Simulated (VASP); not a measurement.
Wanted: the native input for a VASP 6.6.1 run.

| Quantity | Value |
| --- | --- |
| Task | relaxation of cell and atoms |
| Functional | PBE |
| Potentials or basis | VASP PAW PBE potentials, release 64 (Ta_pv, Al, N) |
| Cutoff | 600 eV |
| k mesh | 4 × 4 × 4 |
| Occupations | gaussian, width 0.1 eV |
| Spin | no spin polarisation |
| Dipole correction | no |
| Further INCAR settings | ALGO = Normal; EDIFF = 1e-07; IBRION = 2; EDIFFG = -0.04; NSW = 90; ISIF = 3 |

The structure of Ta2AlN2 lies in POSCAR:

```
Ta2AlN2
1.0
    2.9065427000     -3.0277323100      0.0000000000
    2.9065427000      3.0277323100      0.0000000000
    0.0000000000      0.0000000000      4.5294615100
Ta Al N
2 1 2
Direct
    0.0000000000      0.0000000000      0.0000000000
    0.5000000000      0.5000000000      0.0000000000
    0.5000000000      0.5000000000      0.5000000000
    0.2069644700      0.7930355300      0.5000000000
    0.7930355300      0.2069644700      0.5000000000
```

The cell was built from a structure type or drawn by symmetry, and may not be a known phase.

The input as run:

INCAR

```
SYSTEM = Ta2AlN2
PREC     = Accurate       ! precision mode
ENCUT    = 600            ! plane-wave cutoff, eV
EDIFF    = 1E-7           ! SCF threshold, eV
ISMEAR   = 0              ! smearing method
SIGMA    = 0.1            ! smearing width, eV
LREAL    = .False.        ! projectors in reciprocal space
LASPH    = .True.         ! aspherical terms in the spheres
NELM     = 100            ! most SCF steps
ALGO     = Normal         ! electronic algorithm
ISIF     = 3              ! what is computed and relaxed
LWAVE    = .False.        ! write WAVECAR
LCHARG   = .False.        ! write CHGCAR
GGA      = PE             ! functional
IBRION   = 2              ! ionic algorithm
NSW      = 90             ! ionic steps
EDIFFG   = -0.04          ! ionic threshold
```

KPOINTS

```
Automatic mesh
0
Gamma
  4 4 4
  0 0 0
```

Potentials or basis: VASP PAW PBE potentials, release 64 (Ta_pv, Al, N).

Launch:

```bash
$ cat potpaw_PBE.64/Ta_pv/POTCAR potpaw_PBE.64/Al/POTCAR potpaw_PBE.64/N/POTCAR > POTCAR
$ mpirun -np 1 vasp_std > vasp.out
```

Results of the run:

| Quantity | Value |
| --- | --- |
| Relaxed volume | 15.49 Å³/atom |
| Relaxed cell | a = 3.837 Å, b = 3.837 Å, c = 5.262 Å, α = 90.00°, β = 90.00°, γ = 90.87° |
| Space group after relaxing (to 0.1 Å) | Cmmm (No. 65) |
| Energy gained by relaxing | 588.8 meV/atom |
| Ionic steps | 18 |
| Pressure after relaxing | 0.0 GPa |
| Largest force after relaxing | 0.028 eV/Å |
| Band gap on the k mesh | zero (an odd number of electrons rules out a gap without spin polarisation) |

Caveat: the k points lie up to 0.41 Å⁻¹ apart in the final cell, too coarse for converged energies and pressures of a metal; a cell axis changed by over 15 % at a fixed basis, so the end point is rough; spin-orbit coupling is left out, which moves the levels of the heavy elements.

Run time: 11 min on 1 thread of AMD EPYC 7R43 64-Core Processor (Zen 3) (shared host), peak memory 0.21 GiB.
